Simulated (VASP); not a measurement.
Cr, 2 atoms in the cell. Symmetry: Cmcm, No. 63, orthorhombic system. Conventional cell: a = 2.263 Å, b = 4.867 Å, c = 4.009 Å, α = 90.00°, β = 90.00°, γ = 90.00°. Within 3.0 Å of Cr (site symmetry m2m) lie 12 Cr at 2.26 to 2.68 Å. 

```yaml
Program: VASP 6.6.1
Task: single point
Functional: r2SCAN
Potentials_or_basis: VASP PAW PBE potentials, release 64 (Cr_pv)
Cutoff: 520 eV
k_mesh: 13 × 13 × 7
Occupations: fermi-dirac, width 0.05 eV
Spin: collinear spin, ferromagnetic start
Starting_moments: "[3.0, 3.0] μB"
Dipole_correction: no
Further_INCAR_settings: ALGO = Normal; EDIFF = 1e-07; NBANDS = 23
```

Potentials or basis: VASP PAW PBE potentials, release 64 (Cr_pv).

The run is started by

```bash
$ cat potpaw_PBE.64/Cr_pv/POTCAR > POTCAR
$ cp INCAR.step1 INCAR
$ mpirun -np 1 vasp_std > vasp.out
$ cp INCAR.step2 INCAR
$ mpirun -np 1 vasp_std > vasp.out
```

Hardware: 1 thread of Oxide Virtual Turin-like Processor, with other jobs on the host.

**Question.** How long does it take, and how much memory?

**Answer.** It took 12 min on 1 thread of Oxide Virtual Turin-like Processor (shared host), peak memory 0.22 GiB. Counts: k points 196.
